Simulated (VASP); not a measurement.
Wanted: the native input for a VASP 6.6.1 run.

| Item | Value |
| --- | --- |
| Task | single point |
| Functional | LDA |
| Potentials or basis | VASP PAW LDA potentials, release 64 (Ba_sv, Ti_sv, O) |
| Cutoff | 520 eV |
| k mesh | 6 × 6 × 6 |
| Occupations | gaussian, width 0.01 eV |
| Spin | no spin polarisation |
| Dipole correction | no |
| Further INCAR settings | ALGO = Normal; EDIFF = 1e-07; NBANDS = 28 |

The structure of BaTiO3 lies in POSCAR:

```
BaTiO3
1.0
    4.1602262744      0.0000000000      0.0000000000
    0.0000000000      4.1602262744      0.0000000000
    0.0000000000      0.0000000000      4.1602262744
Ba Ti O
1 1 3
Direct
    0.5000000000      0.5000000000      0.5000000000
    0.0000000000      0.0000000000      0.0000000000
    0.5000000000      0.0000000000      0.0000000000
    0.0000000000      0.5000000000      0.0000000000
    0.0000000000      0.0000000000      0.5000000000
```

These files were run (other wordings do the same):

INCAR

```
  PREC = Accurate
  ENCUT = 520
  EDIFF = 1E-7
  ISMEAR = 0
  SIGMA = 0.01
  LREAL = False
  LASPH = True
  NELM = 100
  ALGO = Normal
  ISIF = 2
  LWAVE = False
  LCHARG = True
  GGA = CA
  LELF = True
  LVHAR = True
  NBANDS = 28
```

KPOINTS

```
regular mesh
0
Gamma
  6 6 6
```

Potentials or basis: VASP PAW LDA potentials, release 64 (Ba_sv, Ti_sv, O).

Command:

```sh
$ cat potpaw_LDA.64/Ba_sv/POTCAR potpaw_LDA.64/Ti_sv/POTCAR potpaw_LDA.64/O/POTCAR > POTCAR
$ mpirun -np 1 vasp_std > vasp.out
```

Results of the run:

```yaml
Pressure: -21.1 GPa
Band_gap_on_the_k_mesh: 1.44 eV, indirect (least direct gap 1.67 eV)
```

Caveat: spin-orbit coupling is left out, which moves the levels of the heavy elements.

Run time: 41 s on 1 thread of Intel(R) Xeon(R) Platinum 8488C (Sapphire Rapids), with other jobs on the host, peak memory 0.18 GiB.
